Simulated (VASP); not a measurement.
# Sr (Im-3m) in VASP: further runs

Sr is run at these levels: PBE; tasks: electric field gradients.

Program: VASP 6.6.1. These are calculated values, not measurements. Logs are shortened: lines on timing, memory, paths and dates and some standing lists are left out, and cuts for length are marked.

### 1 The cell of the first run

Symmetry: Im-3m, No. 229, cubic system. The conventional cell has a = 4.784 Å, b = 4.784 Å, c = 4.784 Å, α = 90.00°, β = 90.00°, γ = 90.00°. Sr (site symmetry m-3m) has 14 Sr at 4.14 to 4.78 Å within 5.4 Å.

This isn't the form of Sr at room conditions, which is fcc.

### 2 Electric field gradients, PBE (54.76 Å³/atom)

Contents of INCAR:

```
PREC = Accurate
ENCUT = 520
EDIFF = 1E-8
ISMEAR = -1
SIGMA = 0.05
LREAL = F
LASPH = T
NELM = 80
ALGO = Normal
ISIF = 2
LWAVE = F
LCHARG = F
GGA = PE
LEFG = T
NBANDS = 11
```

Contents of KPOINTS:

```
regular mesh
0
Gamma
  10 10 10
```

Contents of POSCAR:

```
Sr
1.0
   -2.3922257121      2.3922257121      2.3922257121
    2.3922257121     -2.3922257121      2.3922257121
    2.3922257121      2.3922257121     -2.3922257121
Sr
1
Direct
    0.0000000000      0.0000000000      0.0000000000
```

Potentials or basis: VASP PAW PBE potentials, release 64 (Sr_sv).

Run with:

```sh
cat potpaw_PBE.64/Sr_sv/POTCAR > POTCAR
mpirun -np 1 vasp_std > vasp.out
```

OUTCAR:

```text
PREC = Accurate
   ENCUT = 520
   EDIFF = 1E-8
   ISMEAR = -1
   LREAL = F
   LASPH = T
   NELM = 80
   ISIF = 2
   GGA = PE

 ion  position               nearest neighbor table
   1  0.000  0.000  0.000-

  LATTYP: Found a body centered cubic cell.
 ALAT       =     4.7844514242

  Lattice vectors:

 A1 = (  -2.3922257121,   2.3922257121,   2.3922257121)
 A2 = (   2.3922257121,  -2.3922257121,   2.3922257121)
 A3 = (   2.3922257121,   2.3922257121,  -2.3922257121)

Analysis of symmetry for initial positions (statically):
=====================================================================
 Subroutine PRICEL returns:
 Original cell was already a primitive cell.

 Routine SETGRP: Setting up the symmetry group for a
 body centered cubic supercell.

 Subroutine GETGRP returns: Found 48 space group operations
 (whereof 48 operations were pure point group operations)
 out of a pool of 48 trial point group operations.

The static configuration has the point symmetry O_h .

Analysis of symmetry for dynamics (positions and initial velocities):
=====================================================================
 Subroutine PRICEL returns:
 Original cell was already a primitive cell.

 Routine SETGRP: Setting up the symmetry group for a
 body centered cubic supercell.

 Subroutine GETGRP returns: Found 48 space group operations
 (whereof 48 operations were pure point group operations)
 out of a pool of 48 trial point group operations.

The dynamic configuration has the point symmetry O_h .

 Subroutine INISYM returns: Found 48 space group operations
 (whereof 48 operations are pure point group operations),
 and found     1 'primitive' translations

----------------------------------------------------------------------------------------

                                     Primitive cell

  volume of cell :      54.7604

  direct lattice vectors                    reciprocal lattice vectors
    -2.392225712  2.392225712  2.392225712     0.000000000  0.209010378  0.209010378
     2.392225712 -2.392225712  2.392225712     0.209010378  0.000000000  0.209010378
     2.392225712  2.392225712 -2.392225712     0.209010378  0.209010378  0.000000000

  length of vectors
     4.143456477  4.143456477  4.143456477     0.295585311  0.295585311  0.295585311

  position of ions in fractional coordinates (direct lattice)
     0.000000000  0.000000000  0.000000000

  ion indices of the primitive-cell ions
   primitive index   ion index
                 1           1

----------------------------------------------------------------------------------------

 KPOINTS: regular mesh

Automatic generation of k-mesh.
 Grid dimensions read from file:
 generate k-points for:   10   10   10

 Generating k-lattice:

  Cartesian coordinates                     Fractional coordinates (reciprocal lattice)
     0.000000000  0.020901038  0.020901038     0.100000000  0.000000000  0.000000000
     0.020901038  0.000000000  0.020901038     0.000000000  0.100000000  0.000000000
     0.020901038  0.020901038  0.000000000     0.000000000  0.000000000  0.100000000

  Length of vectors
     0.029558531  0.029558531  0.029558531

  Shift w.r.t. Gamma in fractional coordinates (k-lattice)
     0.000000000  0.000000000  0.000000000

 Subroutine IBZKPT returns following result:
 ===========================================

 Found     47 irreducible k-points:

 Following reciprocal coordinates:
            Coordinates               Weight
  0.000000  0.000000  0.000000      1.000000
  0.100000  0.000000  0.000000     12.000000
  0.200000  0.000000  0.000000     12.000000
  0.300000  0.000000  0.000000     12.000000
  0.400000  0.000000  0.000000     12.000000
  0.500000  0.000000  0.000000      6.000000
[... 16 lines left out ...]
  0.300000  0.300000  0.100000      8.000000
 -0.300000  0.300000  0.100000     24.000000
 [... further k-points ...]
   k-points           NKPTS =     47   k-points in BZ     NKDIM =     47   number of bands    NBANDS=     11
   number of dos      NEDOS =    301   number of ions     NIONS =      1
   total plane-waves  NPLWV =  32768
   dimension x,y,z NGX =    32 NGY =   32 NGZ =   32
   dimension x,y,z NGXF=    64 NGYF=   64 NGZF=   64
   ions per type =               1
   NGX,Y,Z   is equivalent  to a cutoff of  12.84, 12.84, 12.84 a.u.
   NGXF,Y,Z  is equivalent  to a cutoff of  25.68, 25.68, 25.68 a.u.
 SYSTEM =  unknown system
   PREC   = accura    normal or accurate (medium, high low for compatibility)
   ISTART =      0    job   : 0-new  1-cont  2-samecut
   ICHARG =      2    charge: 1-file 2-atom 10-const
   ISPIN  =      1    spin polarized calculation?
   LNONCOLLINEAR =      F non collinear calculations
   LSORBIT =      F    spin-orbit coupling
   LASPH  =      T    aspherical Exc in radial PAW
   ENCUT  =  520.0 eV  38.22 Ry    6.18 a.u.   7.70  7.70  7.70*2*pi/ulx,y,z
   NELM   =     80;   NELMIN=  2; NELMDL= -5     # of ELM steps
   EDIFF  = 0.1E-07   stopping-criterion for ELM
   LREAL  =      F    real-space projection
   EDIFFG = 0.1E-06   stopping-criterion for IOM
   NSW    =      0    number of steps for IOM
   IBRION =     -1    ionic relax: 0-MD 1-quasi-New 2-CG
   NFREE  =      0    steps in history (QN), initial steepest desc. (CG)
   ISIF   =      2    stress and relaxation
   ISYM   =      2    0-nonsym 1-usesym 2-fastsym
   POTIM  = 0.5000    time-step for ionic-motion
   TEBEG  =    0.0;   TEEND  =   0.0 temperature during run
   PSTRESS=    0.0 pullay stress
   NELECT =      10.0000    total number of electrons
   NUPDOWN=      -1.0000    fix difference up-down
   EMIN   =  10.00;   EMAX   =-10.00  energy-range for DOS
   EFERMI =   0.00;   METHOD = LEGACY
   ISMEAR =    -1;   SIGMA  =   0.05  broadening in eV -4-tet -1-fermi 0-gaus
   EFERMI_NEDOS =   21; number of points for ismear=-14 and -15
   IALGO  =     38    algorithm
   IMIX   =      4    mixing-type and parameters
     AMIX     =   0.40;   BMIX     =  1.00
     AMIX_MAG =   1.60;   BMIX_MAG =  1.00
  volume/ion in A,a.u.               =      54.76       369.54
  Fermi-wavevector in a.u.,A,eV,Ry     =   0.928794  1.755166 11.737176  0.862658
  Thomas-Fermi vector in A             =   2.055008
   LORBIT       =      0    0 simple, 1 ext, 2 COOP (PROOUT), +10 PAW based schemes
   GGA     = PE    functional components
   LHFCALC =     F    Hartree Fock is set to
   AEXX    =    0.0000 exact exchange contribution
   IVDW    =     0    specifies the selected vdW correction
   LEPSILON=     F    determine dielectric tensor
   LRPA    =     F    only Hartree local field effects (RPA)
 non-spin polarized calculation
  energy-cutoff  :      520.00
  volume of cell :       54.76
 maximum number of plane-waves:      1490
   NGX = 15   NGY = 15   NGZ = 15

 number of electron      10.0000000 magnetization

 Free energy of the ion-electron system (eV)
  ---------------------------------------------------
  ext. energy  EPLUGINS =         0.00000000
  ---------------------------------------------------
  free energy    TOTEN  =        -1.63746383 eV

  energy without entropy =       -1.62818693  energy(sigma->0) =       -1.63282538

 E-fermi :   1.6129     XC(G=0):  -7.3608

 val. band max:        1.5661962653   @ k =   0.5000   0.5000   0.3000
 cond. band min:       1.6767899744   @ k =   0.5000   0.5000   0.2000
 fundamental gap:      0.1105937091
 Fermi energy:         1.6128511298

 k-point     1 :       0.0000    0.0000    0.0000
  band No.  band energies     occupation
      1     -35.0066      2.00000
      2     -16.8919      2.00000
      3     -16.8919      2.00000
      4     -16.8919      2.00000
      5      -2.0468      2.00000
      6       3.9813      0.00000
      7       3.9813      0.00000
      8       3.9813      0.00000
      9       5.3054      0.00000
     10       5.3054      0.00000
     11       9.6904      0.00000

 k-point     2 :       0.1000    0.0000    0.0000
  band No.  band energies     occupation
      1     -35.0051      2.00000
      2     -16.9117      2.00000
      3     -16.8984      2.00000
      4     -16.8920      2.00000
      5      -1.8763      2.00000
      6       3.8317      0.00000
      7       3.8653      0.00000
      8       4.1466      0.00000
      9       5.1035      0.00000
     10       5.2976      0.00000
     11       9.8569      0.00000
[... 295 lines left out ...]
 k-point    24 :      -0.3000    0.3000    0.1000
  band No.  band energies     occupation
      1     -34.9951      2.00000
      2     -17.0221      2.00000
      3     -16.9430      2.00000
      4     -16.9072      2.00000
      5      -0.5127      2.00000
      6       2.7331      0.00000
      7       3.2713      0.00000
      8       4.5169      0.00000
      9       5.3515      0.00000
     10       5.7224      0.00000
     11       8.4449      0.00000

 [... further k-points ...]

------------------------ aborting loop because EDIFF is reached ----------------------------------------

  FORCE on cell =-STRESS in cart. coord.  units (eV):
  Direction    XX          YY          ZZ          XY          YZ          ZX
  --------------------------------------------------------------------------------------
  -------------------------------------------------------------------------------------
  Total       -0.0612995     -0.0612995     -0.0612995      0.0000000     -0.0000000     -0.0000000
  in kB       -1.7934993     -1.7934993     -1.7934993      0.0000000     -0.0000000     -0.0000000
  external PRESSURE =      -1.7934993 kB  Pullay stress =       0.0000000 kB

 VOLUME and BASIS-vectors are now :
 -----------------------------------------------------------------------------
  energy-cutoff  :      520.00
  volume of cell :       54.76
      direct lattice vectors                 reciprocal lattice vectors
    -2.392225712  2.392225712  2.392225712     0.000000000  0.209010378  0.209010378
     2.392225712 -2.392225712  2.392225712     0.209010378  0.000000000  0.209010378
     2.392225712  2.392225712 -2.392225712     0.209010378  0.209010378  0.000000000

 POSITION                                       TOTAL-FORCE (eV/Angst)
 -----------------------------------------------------------------------------------
      0.00000      0.00000      0.00000         0.000000      0.000000     -0.000000
 -----------------------------------------------------------------------------------
    total drift:                               -0.000000      0.000000      0.000000

  FREE ENERGIE OF THE ION-ELECTRON SYSTEM (eV)
  ---------------------------------------------------
  free  energy   TOTEN  =        -1.6374638313 eV

  energy  without entropy=       -1.6281869263  energy(sigma->0) =       -1.63282538

 Electric field gradients (V/A^2)
---------------------------------------------------------------------
 ion       V_xx      V_yy      V_zz      V_xy      V_xz      V_yz
---------------------------------------------------------------------
   1       0.000    -0.000    -0.000    -0.000    -0.000    -0.000
---------------------------------------------------------------------

 Electric field gradients after diagonalization (V/A^2)
 (convention: |V_zz| > |V_xx| > |V_yy|)
----------------------------------------------------------------------
 ion       V_xx      V_yy      V_zz     asymmetry (V_yy - V_xx)/ V_zz
----------------------------------------------------------------------
   1       0.000     0.000    -0.000       0.000
----------------------------------------------------------------------

           NMR quadrupolar parameters

 Cq : quadrupolar parameter    Cq=e*Q*V_zz/h
 eta: asymmetry parameters     (V_yy - V_xx)/ V_zz
 Q  : nuclear electric quadrupole moment in mb (millibarn)
----------------------------------------------------------------------
 ion       Cq(MHz)       eta       Q (mb)
----------------------------------------------------------------------
   1      -0.000       0.000       1.000
----------------------------------------------------------------------
```

Wall time 22 s (1 thread of Intel Xeon Platinum 8259CL at 2.50GHz (Skylake/Cascade Lake), shared host); peak memory 0.18 GiB.

What came out:

```
Free energy                             : -1.6375 eV
Pressure                                : -0.2 GPa
Band gap on the k mesh                  : zero (bands 5 and 6 overlap by 0.38 eV)
Largest electric field gradient by atom : zero within the noise of the run
```

Levels at points of the mesh, in eV from the Fermi level:
```tsv
k point	band 3	band 4	band 5	band 6	band 7	band 8
(0.00, 0.00, 0.00)	-18.50	-18.50	-3.66	2.37	2.37	2.37
(0.50, 0.00, 0.00)	-18.57	-18.50	-1.02	0.22	1.21	3.51
(0.50, 0.50, 0.50)	-18.65	-18.65	-0.15	-0.15	3.62	3.62
```

(Part 1 of 2 ends here.)
